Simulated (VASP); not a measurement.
# Ge (I4_1/amd) in VASP: further runs

Aim: see how the results for Ge move with the level of theory and the settings. Levels: LDA, r2SCAN. Tasks: single point.

Program: VASP 6.6.1. These are calculated values, not measurements. Logs are shortened: lines on timing, memory, paths and dates and some standing lists are left out, and cuts for length are marked.

## (1) The cell of the first run

The structure is tetragonal, space group I4_1/amd (No. 141). Conventional cell: a = 5.149 Å, b = 5.149 Å, c = 2.795 Å, α = 90.00°, β = 90.00°, γ = 90.00°. Within 3.5 Å of Ge (site symmetry -4m2) lie 10 Ge at 2.67 to 3.32 Å.

## (2) Single point, LDA, non-collinear spin, zero start, spin-orbit coupling

INCAR reads:

```
SYSTEM = Ge
PREC = Accurate
ENCUT = 520
EDIFF = 1E-6
ISMEAR = 0
SIGMA = 0.1
LREAL = .FALSE.
LASPH = .TRUE.
NELM = 150
ALGO = Normal
ISIF = 2
LWAVE = .FALSE.
LCHARG = .TRUE.
LNONCOLLINEAR = .TRUE.
MAGMOM = 0 0 0 0 0 0
LORBIT = 11
LSORBIT = .TRUE.
GGA_COMPAT = .FALSE.
LORBMOM = .TRUE.
LVHAR = .TRUE.
NBANDS = 40
```

KPOINTS reads:

```
Automatic mesh
0
G
  8 8 8
  0 0 0
```

POSCAR reads:

```
Ge
1.0
   -2.5744897190      2.5744897190      1.3974126432
    2.5744897190     -2.5744897190      1.3974126432
    2.5744897190      2.5744897190     -1.3974126432
Ge
2
Direct
    0.5000000000      0.5000000000      0.0000000000
    0.2500000000      0.7500000000      0.5000000000
```

Potentials or basis: VASP PAW LDA potentials, release 64 (Ge_d).

Started as:

```
cat potpaw_LDA.64/Ge_d/POTCAR > POTCAR
mpirun -np 1 vasp_ncl > vasp.out
```

OUTCAR:

```text
SYSTEM = Ge
   PREC = Accurate
   ENCUT = 520
   EDIFF = 1E-6
   ISMEAR = 0
   LREAL = .FALSE.
   LASPH = .TRUE.
   NELM = 150
   ISIF = 2
   LNONCOLLINEAR = .TRUE.
   LORBIT = 11
   LSORBIT = .TRUE.

 ion  position               nearest neighbor table
   1  0.500  0.500  0.000-   2 2.67   2 2.67   2 2.67   2 2.67
   2  0.250  0.750  0.500-   1 2.67   1 2.67   1 2.67   1 2.67

  LATTYP: Found a body centered tetragonal cell.
 ALAT       =     5.1489794380
 C/A-ratio  =     0.5427920853

  Lattice vectors:

 A1 = (  -2.5744897190,   2.5744897190,   1.3974126432)
 A2 = (   2.5744897190,  -2.5744897190,   1.3974126432)
 A3 = (   2.5744897190,   2.5744897190,  -1.3974126432)

Analysis of symmetry for initial positions (statically):
=====================================================================
 Subroutine PRICEL returns:
 Original cell was already a primitive cell.

 Routine SETGRP: Setting up the symmetry group for a
 body centered tetragonal supercell.

 Subroutine GETGRP returns: Found 16 space group operations
 (whereof  8 operations were pure point group operations)
 out of a pool of 16 trial point group operations.

The static configuration has the point symmetry D_2d.
 The point group associated with its full space group is D_4h.

Analysis of symmetry for dynamics (positions and initial velocities):
=====================================================================
 Subroutine PRICEL returns:
 Original cell was already a primitive cell.

 Routine SETGRP: Setting up the symmetry group for a
 body centered tetragonal supercell.

 Subroutine GETGRP returns: Found 16 space group operations
 (whereof  8 operations were pure point group operations)
 out of a pool of 16 trial point group operations.

The dynamic configuration has the point symmetry D_2d.
 The point group associated with its full space group is D_4h.

Analysis of structural, dynamic, and magnetic symmetry:
=====================================================================
 Subroutine PRICEL returns:
 Original cell was already a primitive cell.

 Routine SETGRP: Setting up the symmetry group for a
 body centered tetragonal supercell.

 Subroutine GETGRP returns: Found 16 space group operations
 (whereof  8 operations were pure point group operations)
 out of a pool of 16 trial point group operations.

The overall configuration has the point symmetry D_2d.
 The point group associated with its full space group is D_4h.

 Subroutine INISYM returns: Found 16 space group operations
 (whereof  8 operations are pure point group operations),
 and found     1 'primitive' translations

----------------------------------------------------------------------------------------

                                     Primitive cell

  volume of cell :      37.0482

  direct lattice vectors                    reciprocal lattice vectors
    -2.574489719  2.574489719  1.397412643     0.000000000  0.194213244  0.357804119
     2.574489719 -2.574489719  1.397412643     0.194213244  0.000000000  0.357804119
     2.574489719  2.574489719 -1.397412643     0.194213244  0.194213244  0.000000000

  length of vectors
     3.899840602  3.899840602  3.899840602     0.407114937  0.407114937  0.274659004

  position of ions in fractional coordinates (direct lattice)
     0.500000000  0.500000000  0.000000000
     0.250000000  0.750000000  0.500000000

  ion indices of the primitive-cell ions
   primitive index   ion index
                 1           1
                 2           2

----------------------------------------------------------------------------------------

 KPOINTS: Automatic mesh

Automatic generation of k-mesh.
 Grid dimensions read from file:
 generate k-points for:    8    8    8

 Generating k-lattice:

  Cartesian coordinates                     Fractional coordinates (reciprocal lattice)
     0.000000000  0.024276656  0.044725515     0.125000000  0.000000000  0.000000000
[... 102 lines left out ...]

 Free energy of the ion-electron system (eV)
  ---------------------------------------------------
  ext. energy  EPLUGINS =         0.00000000
  ---------------------------------------------------
  free energy    TOTEN  =       -10.01944211 eV

  energy without entropy =      -10.01555525  energy(sigma->0) =      -10.01749868

 E-fermi :   6.4662     XC(G=0): -11.6058

 val. band max:        6.4166742482   @ k =  -0.2500   0.2500   0.2500
 cond. band min:       6.5345928203   @ k =   0.3750   0.3750   0.1250
 fundamental gap:      0.1179185720
 Fermi energy:         6.4662414257

 k-point     1 :       0.0000    0.0000    0.0000
  band No.  band energies     occupation
      1     -18.5522      1.00000
      2     -18.5522      1.00000
      3     -18.5424      1.00000
      4     -18.5424      1.00000
      5     -18.5230      1.00000
      6     -18.5230      1.00000
[... 1021 lines left out ...]
     39      16.5618      0.00000
     40      16.5623      0.00000

 [... further k-points ...]

------------------------ aborting loop because EDIFF is reached ----------------------------------------

  FORCE on cell =-STRESS in cart. coord.  units (eV):
  Direction    XX          YY          ZZ          XY          YZ          ZX
  --------------------------------------------------------------------------------------
  -------------------------------------------------------------------------------------
  Total       -0.9700023     -0.9700023      0.1449098      0.0000000      0.0000000      0.0000000
  in kB      -41.9484934    -41.9484934      6.2667345      0.0000000      0.0000000      0.0000000
  external PRESSURE =     -25.8767507 kB  Pullay stress =       0.0000000 kB

 VOLUME and BASIS-vectors are now :
 -----------------------------------------------------------------------------
  energy-cutoff  :      520.00
  volume of cell :       37.05
      direct lattice vectors                 reciprocal lattice vectors
    -2.574489719  2.574489719  1.397412643     0.000000000  0.194213244  0.357804119
     2.574489719 -2.574489719  1.397412643     0.194213244  0.000000000  0.357804119
     2.574489719  2.574489719 -1.397412643     0.194213244  0.194213244  0.000000000

 POSITION                                       TOTAL-FORCE (eV/Angst)
 -----------------------------------------------------------------------------------
      0.00000      0.00000      1.39741         0.000000     -0.000000     -0.000000
      2.57449      0.00000      0.69871        -0.000000      0.000000      0.000000
 -----------------------------------------------------------------------------------
    total drift:                                0.000000     -0.000000      0.000000

  FREE ENERGIE OF THE ION-ELECTRON SYSTEM (eV)
  ---------------------------------------------------
  free  energy   TOTEN  =       -10.0194421144 eV

  energy  without entropy=      -10.0155552496  energy(sigma->0) =      -10.01749868

 orbital moment (x)

 # of ion     p       d       tot
 ----------------------------------------
  1        -0.000   0.000  -0.000
  2        -0.000  -0.000  -0.000
 ----------------------------------------
           -0.000   0.000  -0.000

 orbital moment (y)

 # of ion     p       d       tot
 ----------------------------------------
  1        -0.000   0.000  -0.000
  2        -0.000  -0.000  -0.000
 ----------------------------------------
           -0.000  -0.000  -0.000

 orbital moment (z)

 # of ion     p       d       tot
 ----------------------------------------
  1         0.000   0.000   0.000
  2         0.000   0.000   0.000
 ----------------------------------------
            0.000   0.000   0.000

 Spin-Orbit-Coupling matrix elements

 Ion:    1  E_soc:     -0.0188919
 l=   1
     0.0000000    -0.0021850    -0.0022445
    -0.0021850     0.0000000    -0.0021850
    -0.0022445    -0.0021850     0.0000000
 l=   2
     0.0000000    -0.0001914     0.0000000    -0.0001914    -0.0007507
    -0.0001914     0.0000000    -0.0005659    -0.0001903    -0.0001879
     0.0000000    -0.0005659     0.0000000    -0.0005659     0.0000000
    -0.0001914    -0.0001903    -0.0005659     0.0000000    -0.0001879
    -0.0007507    -0.0001879     0.0000000    -0.0001879     0.0000000
 l=   3
     0.0000000     0.0000000     0.0000000     0.0000000     0.0000000     0.0000000     0.0000000
     0.0000000     0.0000000     0.0000000     0.0000000     0.0000000     0.0000000     0.0000000
     0.0000000     0.0000000     0.0000000     0.0000000     0.0000000     0.0000000     0.0000000
     0.0000000     0.0000000     0.0000000     0.0000000     0.0000000     0.0000000     0.0000000
     0.0000000     0.0000000     0.0000000     0.0000000     0.0000000     0.0000000     0.0000000
     0.0000000     0.0000000     0.0000000     0.0000000     0.0000000     0.0000000     0.0000000
     0.0000000     0.0000000     0.0000000     0.0000000     0.0000000     0.0000000     0.0000000

 Ion:    2  E_soc:     -0.0188919
 l=   1
     0.0000000    -0.0021850    -0.0022445
    -0.0021850     0.0000000    -0.0021850
    -0.0022445    -0.0021850     0.0000000
 l=   2
     0.0000000    -0.0001914     0.0000000    -0.0001914    -0.0007507
    -0.0001914     0.0000000    -0.0005659    -0.0001903    -0.0001879
     0.0000000    -0.0005659     0.0000000    -0.0005659     0.0000000
    -0.0001914    -0.0001903    -0.0005659     0.0000000    -0.0001879
    -0.0007507    -0.0001879     0.0000000    -0.0001879     0.0000000
 l=   3
     0.0000000     0.0000000     0.0000000     0.0000000     0.0000000     0.0000000     0.0000000
     0.0000000     0.0000000     0.0000000     0.0000000     0.0000000     0.0000000     0.0000000
     0.0000000     0.0000000     0.0000000     0.0000000     0.0000000     0.0000000     0.0000000
     0.0000000     0.0000000     0.0000000     0.0000000     0.0000000     0.0000000     0.0000000
     0.0000000     0.0000000     0.0000000     0.0000000     0.0000000     0.0000000     0.0000000
     0.0000000     0.0000000     0.0000000     0.0000000     0.0000000     0.0000000     0.0000000
     0.0000000     0.0000000     0.0000000     0.0000000     0.0000000     0.0000000     0.0000000

 total charge

# of ion       s       p       d       tot
------------------------------------------
    1        1.218   1.043  10.027  12.288
    2        1.218   1.043  10.027  12.288
--------------------------------------------------
tot          2.437   2.086  20.053  24.576

 magnetization (x)

# of ion       s       p       d       tot
------------------------------------------
    1        0.000   0.000   0.000   0.000
    2       -0.000   0.000   0.000  -0.000
--------------------------------------------------
tot          0.000   0.000   0.000   0.000

 magnetization (y)

# of ion       s       p       d       tot
------------------------------------------
    1        0.000  -0.000   0.000  -0.000
    2        0.000  -0.000  -0.000  -0.000
--------------------------------------------------
tot          0.000  -0.000  -0.000  -0.000

 magnetization (z)

# of ion       s       p       d       tot
------------------------------------------
    1       -0.000   0.000   0.000   0.000
    2        0.000   0.000  -0.000   0.000
--------------------------------------------------
tot         -0.000   0.000   0.000   0.000
```

Run time: 4.4 min. Hardware: 1 thread of Intel Xeon 8259CL, shared host; peak memory 0.29 GiB.

Results:

```yaml
Free_energy: -10.0194 eV
Pressure: -2.6 GPa
Net_moment: 0.00 μB per cell
Valence_electrons_inside_the_program's_atomic_spheres: Ge 12.29
```

Stress tensor (GPa, compression positive):
```
-4.19  0.00  0.00
 0.00 -4.19  0.00
 0.00  0.00  0.63
```

Moments on the atoms (μB; x, y, z):
```
Ge  0.00 0.00 0.00
Ge  0.00 0.00 0.00
```

## (3) Single point, r2SCAN

This run uses another cell than the first one, of 17.41 Å³/atom.

POSCAR reads:

```
Ge
1.0
   -2.5219343658      2.5219343658      1.3688860134
    2.5219343658     -2.5219343658      1.3688860134
    2.5219343658      2.5219343658     -1.3688860134
Ge
2
Direct
    0.5000000000      0.5000000000      0.0000000000
    0.2500000000      0.7500000000      0.5000000000
```

INCAR.step1 reads:

```
SYSTEM = Ge
ALGO     = Normal         ! electronic algorithm
EDIFF    = 1E-4           ! SCF threshold, eV
ENCUT    = 520            ! plane-wave cutoff, eV
GGA      = PE             ! functional
ISMEAR   = -1             ! smearing method
LASPH    = .TRUE.         ! aspherical terms in the spheres
LCHARG   = .FALSE.        ! write CHGCAR
LREAL    = .FALSE.        ! projectors in reciprocal space
LWAVE    = .TRUE.         ! write WAVECAR
NBANDS   = 21             ! bands
NELM     = 80             ! most SCF steps
PREC     = Accurate       ! precision mode
SIGMA    = 0.05           ! smearing width, eV
```

INCAR.step2 reads:

```
SYSTEM = Ge
ALGO     = Normal         ! electronic algorithm
EDIFF    = 1E-6           ! SCF threshold, eV
ENCUT    = 520            ! plane-wave cutoff, eV
ISIF     = 2              ! what is computed and relaxed
ISMEAR   = -1             ! smearing method
ISTART   = 1            
LASPH    = .TRUE.         ! aspherical terms in the spheres
LCHARG   = .FALSE.        ! write CHGCAR
LMIXTAU  = .TRUE.       
LREAL    = .FALSE.        ! projectors in reciprocal space
LWAVE    = .FALSE.        ! write WAVECAR
METAGGA  = R2SCAN         ! meta-GGA
NBANDS   = 21             ! bands
NELM     = 80             ! most SCF steps
PREC     = Accurate       ! precision mode
SIGMA    = 0.05           ! smearing width, eV
```

KPOINTS reads:

```
k-points
0
G
  11 11 11
  0 0 0
```

Potentials or basis: VASP PAW PBE potentials, release 64 (Ge_d).

Started as:

```
cat potpaw_PBE.64/Ge_d/POTCAR > POTCAR
cp INCAR.step1 INCAR
mpirun -np 1 vasp_std > vasp.out
cp INCAR.step2 INCAR
mpirun -np 1 vasp_std > vasp.out
```

Wall time 8.8 min (1 thread of Intel Xeon 8259CL, shared host); peak memory 0.21 GiB.

The run converged. Its results:

* Free energy: -26.9835 eV
* Pressure: 6.1 GPa
* Band gap on the k mesh: zero (bands 14 and 15 overlap by 5.39 eV)

Stress tensor (GPa, compression positive):
```
5.90 0.00 0.00
0.00 5.90 0.00
0.00 0.00 6.38
```

Levels at points of the mesh, in eV from the Fermi level:
```tsv
k point	band 11	band 12	band 13	band 14	band 15	band 16	band 17	band 18
(0.00, 0.00, 0.00)	-14.57	-3.96	-2.79	-2.79	3.55	8.35	8.35	9.04
```

Caveat: the cell stands under pressure; the PAW data sets were made with another functional, which shifts forces and pressure a little.

## (4) Single point, r2SCAN

This run uses another cell than the first one, of 17.78 Å³/atom.

POSCAR reads:

```
Ge
1.0
   -2.5396950521      2.5396950521      1.3785263734
    2.5396950521     -2.5396950521      1.3785263734
    2.5396950521      2.5396950521     -1.3785263734
Ge
2
Direct
    0.5000000000      0.5000000000      0.0000000000
    0.2500000000      0.7500000000      0.5000000000
```

INCAR.step1 reads:

```
PREC = Accurate
ENCUT = 520
ISMEAR = -1
SIGMA = 0.05
LREAL = F
LASPH = T
NELM = 100
NBANDS = 21
GGA = PE
ALGO = Normal
EDIFF = 1E-4
LWAVE = T
LCHARG = F
```

INCAR.step2 reads:

```
PREC = Accurate
ENCUT = 520
EDIFF = 1E-7
ISMEAR = -1
SIGMA = 0.05
LREAL = F
LASPH = T
NELM = 100
ALGO = Normal
ISIF = 2
LWAVE = F
LCHARG = T
METAGGA = R2SCAN
LMIXTAU = T
LELF = T
LVHAR = T
NBANDS = 21
ISTART = 1
```

KPOINTS reads:

```
regular mesh
0
Gamma
  11 11 11
```

Started as:

```
cat potpaw_PBE.64/Ge_d/POTCAR > POTCAR
cp INCAR.step1 INCAR
mpirun -np 1 vasp_std > vasp.out
cp INCAR.step2 INCAR
mpirun -np 1 vasp_std > vasp.out
```

Wall time 13 min (1 thread of Intel Xeon 8259CL, shared host); peak memory 0.22 GiB.

Results (log left out):

```yaml
Free_energy: -27.0074 eV
Pressure: 4.0 GPa
Band_gap_on_the_k_mesh: zero (bands 14 and 15 overlap by 5.23 eV)
```

Stress tensor (GPa, compression positive):
```
3.85 0.00 0.00
0.00 3.85 0.00
0.00 0.00 4.44
```

Levels at points of the mesh, in eV from the Fermi level:
| k point | band 11 | band 12 | band 13 | band 14 | band 15 | band 16 | band 17 | band 18 |
| --- | --- | --- | --- | --- | --- | --- | --- | --- |
| (0.00, 0.00, 0.00) | -14.36 | -4.03 | -2.72 | -2.72 | 3.61 | 8.21 | 8.21 | 8.87 |

Caveat: the cell stands under pressure; the PAW data sets were made with another functional, which shifts forces and pressure a little.

## (5) Single point, r2SCAN

This run uses another cell than the first one, of 18.15 Å³/atom.

POSCAR reads:

```
Ge
1.0
   -2.5572107439      2.5572107439      1.3880337523
    2.5572107439     -2.5572107439      1.3880337523
    2.5572107439      2.5572107439     -1.3880337523
Ge
2
Direct
    0.5000000000      0.5000000000      0.0000000000
    0.2500000000      0.7500000000      0.5000000000
```

INCAR.step1 reads:

```
ALGO = Normal
EDIFF = 1E-4
ENCUT = 520
GGA = PE
ISMEAR = -1
LASPH = T
LCHARG = F
LREAL = F
LWAVE = T
NBANDS = 21
NELM = 60
PREC = Accurate
SIGMA = 0.05
```

INCAR.step2 reads:

```
ALGO = Normal
EDIFF = 1E-6
ENCUT = 520
ISIF = 2
ISMEAR = -1
ISTART = 1
LASPH = T
LCHARG = F
LMIXTAU = T
LREAL = F
LWAVE = F
METAGGA = R2SCAN
NBANDS = 21
NELM = 60
PREC = Accurate
SIGMA = 0.05
```

KPOINTS reads:

```
k-points
0
Gamma
  11 11 11
```

Started as:

```
cat potpaw_PBE.64/Ge_d/POTCAR > POTCAR
cp INCAR.step1 INCAR
mpirun -np 1 vasp_std > vasp.out
cp INCAR.step2 INCAR
mpirun -np 1 vasp_std > vasp.out
```

Run time: 8 min. Hardware: 1 thread of Intel Xeon 8259CL, shared host; peak memory 0.22 GiB.

It converged, with:

```
Free energy            : -27.0220 eV
Pressure               : 2.1 GPa
Band gap on the k mesh : zero (bands 14 and 15 overlap by 5.08 eV)
```

Stress tensor (GPa, compression positive):
```
1.88 0.00 0.00
0.00 1.88 0.00
0.00 0.00 2.52
```

Levels at points of the mesh, in eV from the Fermi level:
```csv
k point,band 10,band 11,band 12,band 13,band 14,band 15,band 16,band 17,band 18,band 19
"(0.00, 0.00, 0.00)",-25.20,-14.16,-4.09,-2.64,-2.64,3.67,8.07,8.07,8.70,8.93
```

Caveat: the PAW data sets were made with another functional, which shifts forces and pressure a little.

## (6) Overview

| level | potentials or basis | spin | cell | k mesh | smearing | gap on the mesh (eV) | pressure (GPa) |
| --- | --- | --- | --- | --- | --- | --- | --- |
| LDA | VASP PAW LDA potentials, release 64 (Ge_d) | non-collinear, zero start, SOC | a = 3.900 Å, angles 97.4, 97.4, 138.0°, 2 atoms | 8 × 8 × 8 | gaussian 0.1 eV | - | -2.6 |
| r2SCAN | VASP PAW PBE potentials, release 64 (Ge_d) | off | a = 3.820 Å, angles 97.4, 97.4, 138.0°, 2 atoms | 11 × 11 × 11 | fermi-dirac 0.05 eV | none | 6.1 |
| r2SCAN | VASP PAW PBE potentials, release 64 (Ge_d) | off | a = 3.847 Å, angles 97.4, 97.4, 138.0°, 2 atoms | 11 × 11 × 11 | fermi-dirac 0.05 eV | none | 4.0 |
| r2SCAN | VASP PAW PBE potentials, release 64 (Ge_d) | off | a = 3.874 Å, angles 97.4, 97.4, 138.0°, 2 atoms | 11 × 11 × 11 | fermi-dirac 0.05 eV | none | 2.1 |

Alike in all rows: task single point; cutoff (eV) 520.

Caveats: the PAW data sets were made with another functional, which shifts forces and pressure a little (at least some runs); the cell stands under pressure (at least some runs).

Total energies depend on the potentials used, so only differences within one code and one set of settings carry meaning.
